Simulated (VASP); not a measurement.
Here is a VASP 6.6.1 calculation.

POSCAR

```
Fe
1.0
    2.7785376220      0.0000000000      0.0000000000
   -1.3892688110      2.4062841661      0.0000000000
    0.0000000000      0.0000000000      7.5675618161
Fe
4
Direct
    0.0000000000      0.0000000000      0.2500000000
    0.0000000000      0.0000000000      0.7500000000
    0.3333333333      0.6666666667      0.7500000000
    0.6666666667      0.3333333333      0.2500000000
```

INCAR.step1

```
SYSTEM = Fe
PREC     = Accurate       ! precision mode
ENCUT    = 600            ! plane-wave cutoff, eV
ISMEAR   = 0              ! smearing method
SIGMA    = 0.1            ! smearing width, eV
LREAL    = .FALSE.        ! projectors in reciprocal space
LASPH    = .TRUE.         ! aspherical terms in the spheres
NELM     = 100            ! most SCF steps
GGA      = PE             ! functional
ALGO     = Normal         ! electronic algorithm
EDIFF    = 1E-4           ! SCF threshold, eV
LWAVE    = .TRUE.         ! write WAVECAR
LCHARG   = .FALSE.        ! write CHGCAR
```

The input INCAR.step2:

```
SYSTEM = Fe
PREC     = Accurate       ! precision mode
ENCUT    = 600            ! plane-wave cutoff, eV
EDIFF    = 1E-6           ! SCF threshold, eV
ISMEAR   = 0              ! smearing method
SIGMA    = 0.1            ! smearing width, eV
LREAL    = .FALSE.        ! projectors in reciprocal space
LASPH    = .TRUE.         ! aspherical terms in the spheres
NELM     = 100            ! most SCF steps
ALGO     = Normal         ! electronic algorithm
ISIF     = 3              ! what is computed and relaxed
LWAVE    = .FALSE.        ! write WAVECAR
LCHARG   = .FALSE.        ! write CHGCAR
METAGGA  = R2SCAN         ! meta-GGA
LMIXTAU  = .TRUE.       
IBRION   = 2              ! ionic algorithm
NSW      = 90             ! ionic steps
EDIFFG   = -0.04          ! ionic threshold
ISTART   = 1
```

Contents of KPOINTS:

```
Automatic mesh
0
G
  9 9 2
  0 0 0
```

Potentials or basis: VASP PAW PBE potentials, release 64 (Fe).

Launch:

```sh
$ cat potpaw_PBE.64/Fe/POTCAR > POTCAR
$ cp INCAR.step1 INCAR
$ mpirun -np 1 vasp_std > vasp.out
$ cp INCAR.step2 INCAR
$ mpirun -np 1 vasp_std > vasp.out
```

(1) Predict the relaxed cell.

(2) What does it give for the relaxed volume?

## Answers

(1) a = 3.653 Å, b = 3.653 Å, c = 4.252 Å, α = 90.00°, β = 90.00°, γ = 120.00°.

(2) 12.29 Å³/atom.

Caveat: the k points lie up to 0.74 Å⁻¹ apart in the final cell; the PAW data sets were made with another functional, which shifts forces and pressure a little; the run has no spin polarisation, though such a crystal can be magnetic.
